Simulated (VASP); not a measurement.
HfSi, 2 atoms in the cell. The structure is tetragonal, space group P4/mmm (No. 123). The conventional cell has a = 2.982 Å, b = 2.982 Å, c = 3.908 Å, α = 90.00°, β = 90.00°, γ = 90.00°. Within 4.0 Å of Hf (site symmetry 4/mmm) lie 8 Si at 2.87 Å and 6 Hf at 2.98 to 3.91 Å. Within 4.0 Å of Si (site symmetry 4/mmm) lie 8 Hf at 2.87 Å and 6 Si at 2.98 to 3.91 Å. 

* Program: VASP 6.6.1
* Task: single point
* Functional: r2SCAN
* Potentials or basis: VASP PAW PBE potentials, release 64 (Hf_pv, Si)
* Cutoff: 520 eV
* k mesh: 6 × 6 × 6
* Occupations: gaussian, width 0.1 eV
* Spin: no spin polarisation
* Dipole correction: no
* Further INCAR settings: ALGO = Normal; EDIFF = 1e-06; NBANDS = 14

Potentials or basis: VASP PAW PBE potentials, release 64 (Hf_pv, Si).

Launch:

```bash
$ cat potpaw_PBE.64/Hf_pv/POTCAR potpaw_PBE.64/Si/POTCAR > POTCAR
$ cp INCAR.step1 INCAR
$ mpirun -np 1 vasp_std > vasp.out
$ cp INCAR.step2 INCAR
$ mpirun -np 1 vasp_std > vasp.out
```

Hardware: 1 thread of Intel(R) Xeon(R) 6975P-C (Granite Rapids), on a shared host.

Q: Estimate the wall time of this run.

A: Wall time 25 s on 1 thread of Intel(R) Xeon(R) 6975P-C (Granite Rapids), on a shared host, peak memory 0.16 GiB. Counts: k points 40.
